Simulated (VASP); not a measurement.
# O (Pm-3m) in VASP: single point with LDA

Aim: the single point of O with LDA.

Everything below comes from runs of VASP 6.6.1. Logs are shortened: lines on timing, memory, paths and dates and some standing lists are left out, and cuts for length are marked.

### 1 The cell of the first run

Symmetry: Pm-3m, No. 221, cubic system. Conventional cell: a = 4.138 Å, b = 4.138 Å, c = 4.138 Å, α = 90.00°, β = 90.00°, γ = 90.00°. O (site symmetry 4/mmm) has 8 O at 2.93 Å within 3.9 Å.

### 2 Single point, LDA

Input file INCAR:

```
SYSTEM = O
PREC     = Accurate       ! precision mode
ENCUT    = 520            ! plane-wave cutoff, eV
EDIFF    = 1E-6           ! SCF threshold, eV
ISMEAR   = 1              ! smearing method
SIGMA    = 0.05           ! smearing width, eV
LREAL    = .False.        ! projectors in reciprocal space
LASPH    = .True.         ! aspherical terms in the spheres
NELM     = 80             ! most SCF steps
ALGO     = Normal         ! electronic algorithm
ISIF     = 2              ! what is computed and relaxed
LWAVE    = .False.        ! write WAVECAR
LCHARG   = .True.         ! write CHGCAR
GGA      = CA             ! functional
LELF     = .True.         ! ELF
LVHAR    = .True.       
NBANDS   = 16             ! bands
```

Input file KPOINTS:

```
regular mesh
0
Gamma
  6 6 6
  0 0 0
```

Input file POSCAR:

```
O
1.0
    4.1381810000      0.0000000000      0.0000000000
    0.0000000000      4.1381810000      0.0000000000
    0.0000000000      0.0000000000      4.1381810000
O
3
Direct
    0.5000000000      0.5000000000      0.0000000000
    0.5000000000      0.0000000000      0.5000000000
    0.0000000000      0.5000000000      0.5000000000
```

Potentials or basis: VASP PAW LDA potentials, release 64 (O).

Launch:

```console
cat potpaw_LDA.64/O/POTCAR > POTCAR
mpirun -np 1 vasp_std > vasp.out
```

OUTCAR:

```text
SYSTEM = O
   PREC = Accurate
   ENCUT = 520
   EDIFF = 1E-6
   ISMEAR = 1
   LREAL = .False.
   LASPH = .True.
   NELM = 80
   ISIF = 2
   GGA = CA

 ion  position               nearest neighbor table
   1  0.500  0.500  0.000-
   2  0.500  0.000  0.500-
   3  0.000  0.500  0.500-

  LATTYP: Found a simple cubic cell.
 ALAT       =     4.1381810000

  Lattice vectors:

 A1 = (   4.1381810000,   0.0000000000,   0.0000000000)
 A2 = (   0.0000000000,   4.1381810000,   0.0000000000)
 A3 = (   0.0000000000,   0.0000000000,   4.1381810000)

Analysis of symmetry for initial positions (statically):
=====================================================================
 Subroutine PRICEL returns:
 Original cell was already a primitive cell.

 Routine SETGRP: Setting up the symmetry group for a
 simple cubic supercell.

 Subroutine GETGRP returns: Found 48 space group operations
 (whereof 48 operations were pure point group operations)
 out of a pool of 48 trial point group operations.

The static configuration has the point symmetry O_h .

Analysis of symmetry for dynamics (positions and initial velocities):
=====================================================================
 Subroutine PRICEL returns:
 Original cell was already a primitive cell.

 Routine SETGRP: Setting up the symmetry group for a
 simple cubic supercell.

 Subroutine GETGRP returns: Found 48 space group operations
 (whereof 48 operations were pure point group operations)
 out of a pool of 48 trial point group operations.

The dynamic configuration has the point symmetry O_h .

 Subroutine INISYM returns: Found 48 space group operations
 (whereof 48 operations are pure point group operations),
 and found     1 'primitive' translations

----------------------------------------------------------------------------------------

                                     Primitive cell

  volume of cell :      70.8645

  direct lattice vectors                    reciprocal lattice vectors
     4.138181000  0.000000000  0.000000000     0.241652069  0.000000000  0.000000000
     0.000000000  4.138181000  0.000000000     0.000000000  0.241652069  0.000000000
     0.000000000  0.000000000  4.138181000     0.000000000  0.000000000  0.241652069

  length of vectors
     4.138181000  4.138181000  4.138181000     0.241652069  0.241652069  0.241652069

  position of ions in fractional coordinates (direct lattice)
     0.500000000  0.500000000  0.000000000
     0.500000000  0.000000000  0.500000000
     0.000000000  0.500000000  0.500000000

  ion indices of the primitive-cell ions
   primitive index   ion index
                 1           1
                 2           2
                 3           3

----------------------------------------------------------------------------------------

 KPOINTS: regular mesh

Automatic generation of k-mesh.
 Grid dimensions read from file:
 generate k-points for:    6    6    6

 Generating k-lattice:

  Cartesian coordinates                     Fractional coordinates (reciprocal lattice)
     0.040275345  0.000000000  0.000000000     0.166666667  0.000000000  0.000000000
     0.000000000  0.040275345  0.000000000     0.000000000  0.166666667  0.000000000
     0.000000000  0.000000000  0.040275345     0.000000000  0.000000000  0.166666667

  Length of vectors
     0.040275345  0.040275345  0.040275345

  Shift w.r.t. Gamma in fractional coordinates (k-lattice)
     0.000000000  0.000000000  0.000000000

 Subroutine IBZKPT returns following result:
 ===========================================

 Found     20 irreducible k-points:

 Following reciprocal coordinates:
            Coordinates               Weight
  0.000000  0.000000  0.000000      1.000000
  0.166667  0.000000  0.000000      6.000000
  0.333333  0.000000  0.000000      6.000000
  0.500000  0.000000  0.000000      3.000000
  0.166667  0.166667  0.000000     12.000000
  0.333333  0.166667  0.000000     24.000000
[... 12 lines left out ...]
  0.500000  0.500000  0.333333      6.000000
  0.500000  0.500000  0.500000      1.000000
   k-points           NKPTS =     20   k-points in BZ     NKDIM =     20   number of bands    NBANDS=     16
   number of dos      NEDOS =    301   number of ions     NIONS =      3
   total plane-waves  NPLWV =  32768
   dimension x,y,z NGX =    32 NGY =   32 NGZ =   32
   dimension x,y,z NGXF=    64 NGYF=   64 NGZF=   64
   ions per type =               3
   NGX,Y,Z   is equivalent  to a cutoff of  12.86, 12.86, 12.86 a.u.
   NGXF,Y,Z  is equivalent  to a cutoff of  25.71, 25.71, 25.71 a.u.
 SYSTEM =  O
   PREC   = accura    normal or accurate (medium, high low for compatibility)
   ISTART =      0    job   : 0-new  1-cont  2-samecut
   ICHARG =      2    charge: 1-file 2-atom 10-const
   ISPIN  =      1    spin polarized calculation?
   LNONCOLLINEAR =      F non collinear calculations
   LSORBIT =      F    spin-orbit coupling
   LASPH  =      T    aspherical Exc in radial PAW
   ENCUT  =  520.0 eV  38.22 Ry    6.18 a.u.   7.69  7.69  7.69*2*pi/ulx,y,z
   NELM   =     80;   NELMIN=  2; NELMDL= -5     # of ELM steps
   EDIFF  = 0.1E-05   stopping-criterion for ELM
   LREAL  =      F    real-space projection
   EDIFFG = 0.1E-04   stopping-criterion for IOM
   NSW    =      0    number of steps for IOM
   IBRION =     -1    ionic relax: 0-MD 1-quasi-New 2-CG
   NFREE  =      0    steps in history (QN), initial steepest desc. (CG)
   ISIF   =      2    stress and relaxation
   ISYM   =      2    0-nonsym 1-usesym 2-fastsym
   POTIM  = 0.5000    time-step for ionic-motion
   TEBEG  =    0.0;   TEEND  =   0.0 temperature during run
   PSTRESS=    0.0 pullay stress
   NELECT =      18.0000    total number of electrons
   NUPDOWN=      -1.0000    fix difference up-down
   EMIN   =  10.00;   EMAX   =-10.00  energy-range for DOS
   EFERMI =   0.00;   METHOD = LEGACY
   ISMEAR =     1;   SIGMA  =   0.05  broadening in eV -4-tet -1-fermi 0-gaus
   EFERMI_NEDOS =   21; number of points for ismear=-14 and -15
   IALGO  =     38    algorithm
   IMIX   =      4    mixing-type and parameters
     AMIX     =   0.40;   BMIX     =  1.00
     AMIX_MAG =   1.60;   BMIX_MAG =  1.00
  volume/ion in A,a.u.               =      23.62       159.41
  Fermi-wavevector in a.u.,A,eV,Ry     =   1.036787  1.959243 14.625272  1.074927
  Thomas-Fermi vector in A             =   2.171194
   LORBIT       =      0    0 simple, 1 ext, 2 COOP (PROOUT), +10 PAW based schemes
   GGA     = CA    functional components
   LHFCALC =     F    Hartree Fock is set to
   AEXX    =    0.0000 exact exchange contribution
   IVDW    =     0    specifies the selected vdW correction
   LEPSILON=     F    determine dielectric tensor
   LRPA    =     F    only Hartree local field effects (RPA)
 non-spin polarized calculation
 Methfessel and Paxton  Order N= 1 SIGMA  =   0.05
  energy-cutoff  :      520.00
  volume of cell :       70.86
 maximum number of plane-waves:      1935
 NGX is ok and might be reduce to    32
   NGX = 15   NGY = 15   NGZ = 15

 number of electron      18.0000013 magnetization

 Free energy of the ion-electron system (eV)
  ---------------------------------------------------
  ext. energy  EPLUGINS =         0.00000000
  ---------------------------------------------------
  free energy    TOTEN  =        -4.07309003 eV

  energy without entropy =       -4.07071224  energy(sigma->0) =       -4.07229744

 E-fermi :  -6.1521     XC(G=0):  -7.3240

 val. band max:       -6.1684880096   @ k =   0.3333   0.3333   0.0000
 cond. band min:      -6.1487075440   @ k =   0.1667   0.1667   0.0000
 fundamental gap:      0.0197804657
 Fermi energy:        -6.1521047114

 k-point     1 :       0.0000    0.0000    0.0000
  band No.  band energies     occupation
      1     -21.6948      2.00000
      2     -20.8839      2.00000
      3     -20.8839      2.00000
      4      -7.4629      2.00000
      5      -7.4629      2.00000
      6      -7.4629      2.00000
[... 8 lines left out ...]
     15       9.3866      0.00000
     16       9.3866      0.00000

 k-point     2 :       0.1667    0.0000    0.0000
  band No.  band energies     occupation
      1     -21.6478      2.00000
      2     -20.9331      2.00000
      3     -20.8817      2.00000
      4      -7.3987      2.00000
      5      -7.3987      2.00000
      6      -7.3961      2.00000
[... 8 lines left out ...]
     15       8.6333      0.00000
     16       9.6575      0.00000

 k-point     3 :       0.3333    0.0000    0.0000
  band No.  band energies     occupation
      1     -21.5267      2.00000
      2     -21.0598      2.00000
      3     -20.8774      2.00000
      4      -7.2401      2.00000
      5      -7.2401      2.00000
      6      -7.1900      2.00000
[... 8 lines left out ...]
     15       8.6945      0.00000
     16      10.2762      0.00000

 k-point     4 :       0.5000    0.0000    0.0000
  band No.  band energies     occupation
      1     -21.4282      2.00000
      2     -21.1607      2.00000
      3     -20.8748      2.00000
      4      -7.1307      2.00000
      5      -7.1307      2.00000
      6      -6.9063      2.00000
[... 8 lines left out ...]
     15       8.9921      0.00000
     16      10.6436      0.00000
[... 248 lines left out ...]
 k-point    18 :       0.5000    0.3333    0.3333
  band No.  band energies     occupation
      1     -21.2088      2.00000
      2     -21.1388      2.00000
      3     -21.0694      2.00000
      4      -8.0102      2.00000
      5      -7.3389      2.00000
      6      -7.2629      2.00000
[... 8 lines left out ...]
     15       8.1495      0.00000
     16       8.7330      0.00000

 k-point    19 :       0.5000    0.5000    0.3333
  band No.  band energies     occupation
      1     -21.1363      2.00000
      2     -21.1352      2.00000
      3     -21.1352      2.00000
      4      -8.1231      2.00000
      5      -7.4167      2.00000
      6      -7.2887      2.00000
[... 8 lines left out ...]
     15       7.8886      0.00000
     16       8.7251      0.00000

 k-point    20 :       0.5000    0.5000    0.5000
  band No.  band energies     occupation
      1     -21.1317      2.00000
      2     -21.1317      2.00000
      3     -21.1317      2.00000
      4      -8.2539      2.00000
      5      -7.4040      2.00000
      6      -7.4040      2.00000
[... 8 lines left out ...]
     15       8.5628      0.00000
     16       8.5628      0.00000

------------------------ aborting loop because EDIFF is reached ----------------------------------------

  FORCE on cell =-STRESS in cart. coord.  units (eV):
  Direction    XX          YY          ZZ          XY          YZ          ZX
  --------------------------------------------------------------------------------------
  -------------------------------------------------------------------------------------
  Total       -6.1304477     -6.1304477     -6.1304477      0.0000000      0.0000000      0.0000000
  in kB     -138.6035404   -138.6035404   -138.6035404      0.0000000      0.0000000      0.0000000
  external PRESSURE =    -138.6035404 kB  Pullay stress =       0.0000000 kB

 VOLUME and BASIS-vectors are now :
 -----------------------------------------------------------------------------
  energy-cutoff  :      520.00
  volume of cell :       70.86
      direct lattice vectors                 reciprocal lattice vectors
     4.138181000  0.000000000  0.000000000     0.241652069  0.000000000  0.000000000
     0.000000000  4.138181000  0.000000000     0.000000000  0.241652069  0.000000000
     0.000000000  0.000000000  4.138181000     0.000000000  0.000000000  0.241652069

 POSITION                                       TOTAL-FORCE (eV/Angst)
 -----------------------------------------------------------------------------------
      2.06909      2.06909      0.00000         0.000000      0.000000      0.000000
      2.06909      0.00000      2.06909         0.000000      0.000000      0.000000
      0.00000      2.06909      2.06909         0.000000      0.000000      0.000000
 -----------------------------------------------------------------------------------
    total drift:                                0.000000     -0.000000     -0.000000

  FREE ENERGIE OF THE ION-ELECTRON SYSTEM (eV)
  ---------------------------------------------------
  free  energy   TOTEN  =        -4.0730900316 eV

  energy  without entropy=       -4.0707122441  energy(sigma->0) =       -4.07229744
```

Run time: 17 s. Hardware: 1 thread of Intel Xeon 8259CL, shared host; peak memory 0.15 GiB.

What came out:

```
Free energy            : -4.0731 eV
Pressure               : -13.9 GPa
Band gap on the k mesh : zero (band 9 reaches -5.88 eV, above the bottom of band 10 at -6.48 eV)
```

Levels at points of the mesh, in eV from the Fermi level:
```tsv
k point	band 5	band 6	band 7	band 8	band 9	band 10	band 11	band 12	band 13	band 14
(0.00, 0.00, 0.00)	-1.31	-1.31	-0.10	-0.10	-0.10	0.33	0.33	0.33	8.51	13.56
(0.50, 0.00, 0.00)	-0.98	-0.75	-0.61	-0.35	-0.35	-0.23	0.20	0.20	10.56	11.54
(0.50, 0.50, 0.00)	-1.30	-0.49	-0.47	-0.47	-0.33	-0.33	0.26	0.41	11.71	13.14
(0.50, 0.50, 0.50)	-1.25	-1.25	-1.25	0.27	0.27	0.41	0.41	0.41	11.69	14.71
```
